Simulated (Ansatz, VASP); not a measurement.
# CuO in VASP and in Ansatz

```
Cu O
1.0
     2.34185   -1.71130    0.00000
    -1.49182   -1.71130   -5.05787
     2.34185    5.13390    0.00000
Cu O
4 4
Direct
  0.32133 0.95658 0.29054
  0.67867 0.04342 0.70946
  0.32256 0.52186 0.68365
  0.67744 0.47814 0.31635
  0.41767 0.70732 0.00990
  0.41393 0.79268 0.65850
  0.22494 0.34817 0.07342
  0.94346 0.15183 0.25818
```

Alike in both runs: functional r2SCAN; k mesh 9 × 5 × 5; occupations fermi-dirac, width 0.05 eV; no spin polarisation; Hubbard terms Cu d U = 5.3 eV.

|  | VASP | Ansatz |
| --- | --- | --- |
| version | VASP 6.6.1 | Ansatz 0.2.0 |
| potentials or method | VASP PAW PBE potentials, release 64 (Cu, O) | Ansatz PAW |
| plane-wave cutoff (eV) | 520 | 500 |
| valence electrons in the cell | 68 | 100 |
| task | single point | band structure |

Ansatz gave:

- gap on the k mesh at the Fermi level (eV): none
- rms of the force components (eV/Å): 5.150

Task: Which values does VASP return?

Result: gap on the k mesh at the Fermi level (eV): none; rms of the force components (eV/Å): 4.357.

VASP's potentials were made for PBE, not for r2SCAN. The programs project onto different local orbitals, so the same U acts differently, and such runs can settle in different states. Atom by atom the forces differ by 0.832 eV/Å (rms over components). A gap of «none» marks a metal or a gap that the smearing closes. VASP's potentials hold 68 valence electrons a cell and Ansatz's 100, so a difference there can come from the potentials and not from the codes.
